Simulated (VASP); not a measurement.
**Sc3As: relaxation of cell and atoms with PBE**

The system is Sc3As.

```
CELL_PARAMETERS angstrom
0.00000 3.42574 3.42574
3.42574 0.00000 3.42574
3.42574 3.42574 0.00000
ATOMIC_POSITIONS crystal
Sc 0.25000 0.25000 0.25000
Sc 0.75000 0.75000 0.75000
Sc 0.00000 0.00000 0.00000
As 0.50000 0.50000 0.50000
```

```yaml
Program: VASP 6.6.1
Task: relaxation of cell and atoms
Functional: PBE
Potentials_or_basis: VASP PAW PBE potentials, release 64 (Sc_sv, As)
Cutoff: 600 eV
k_mesh: 4 × 4 × 4
Occupations: gaussian, width 0.1 eV
Spin: no spin polarisation
Dipole_correction: no
Further_INCAR_settings: ALGO = Normal; EDIFF = 1e-06; IBRION = 2; EDIFFG = -0.04; NSW = 90; ISIF = 3
```

The pressure after relaxing is 0.0 GPa and the band gap on the k mesh is zero (band 19 reaches 5.91 eV, above the bottom of band 20 at 5.74 eV).

Final structure:
```
Sc As
1.0
     0.00000    3.42574    3.42574
     3.42574    0.00000    3.42574
     3.42574    3.42574    0.00000
Sc As
3 1
Direct
  0.25000 0.25000 0.25000
  0.75000 0.75000 0.75000
  0.00000 0.00000 0.00000
  0.50000 0.50000 0.50000
```

Levels at points of the mesh, in eV from the Fermi level:
| k point | band 17 | band 18 | band 19 | band 20 | band 21 | band 22 |
| --- | --- | --- | --- | --- | --- | --- |
| (0.00, 0.00, 0.00) | -1.68 | -1.38 | -1.38 | 0.15 | 0.15 | 0.15 |
| (0.50, 0.00, 0.00) | -0.18 | -0.05 | -0.05 | 0.07 | 0.07 | 0.09 |
| (0.50, 0.50, 0.00) | -1.96 | -1.79 | 0.22 | 0.29 | 0.29 | 1.31 |

Wall time 36 s on 1 thread of AMD EPYC 7R13 Processor (Zen 3), with other jobs on the host, peak memory 0.2 GiB.

Caveat: the k points lie up to 0.40 Å⁻¹ apart in the final cell; the relaxation stopped at its first step, so nothing moved.
